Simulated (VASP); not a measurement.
Set up this calculation in VASP 6.6.1, as the native input.

```
Task                   : single point
Functional             : LDA
Potentials or basis    : VASP PAW LDA potentials, release 64 (Ba_sv, F)
Cutoff                 : 600 eV
k mesh                 : 4 × 4 × 4
Occupations            : gaussian, width 0.01 eV
Spin                   : no spin polarisation
Dipole correction      : no
Further INCAR settings : ALGO = Normal; EDIFF = 1e-06; NBANDS = 19
```

The structure of BaF2 lies in POSCAR:

```
BaF2
1.0
    0.0000000000      3.0971612412      3.0971612412
    3.0971612412      0.0000000000      3.0971612412
    3.0971612412      3.0971612412      0.0000000000
Ba F
1 2
Direct
    0.0000000000      0.0000000000      0.0000000000
    0.2500000000      0.2500000000      0.2500000000
    0.7500000000      0.7500000000      0.7500000000
```

One way to write it, as run:

INCAR

```
SYSTEM = BaF2
PREC = Accurate
ENCUT = 600
EDIFF = 1E-6
ISMEAR = 0
SIGMA = 0.01
LREAL = .False.
LASPH = .True.
NELM = 120
ALGO = Normal
ISIF = 2
LWAVE = .False.
LCHARG = .False.
GGA = CA
NBANDS = 19
GGA_COMPAT = .False.
```

KPOINTS

```
Automatic mesh
0
Gamma
  4 4 4
  0 0 0
```

Potentials or basis: VASP PAW LDA potentials, release 64 (Ba_sv, F).

Run with:

```bash
$ cat potpaw_LDA.64/Ba_sv/POTCAR potpaw_LDA.64/F/POTCAR > POTCAR
$ mpirun -np 1 vasp_std > vasp.out
```

Results of the run:

```
Pressure               : -3.3 GPa
Band gap on the k mesh : 6.40 eV (least direct gap 6.49 eV)
```

Caveat: the k points lie up to 0.44 Å⁻¹ apart; spin-orbit coupling is left out, which moves the levels of the heavy elements.

Wall time 11 s on 1 thread of AMD EPYC 7R43 64-Core Processor (Zen 3) (shared host), peak memory 0.14 GiB.
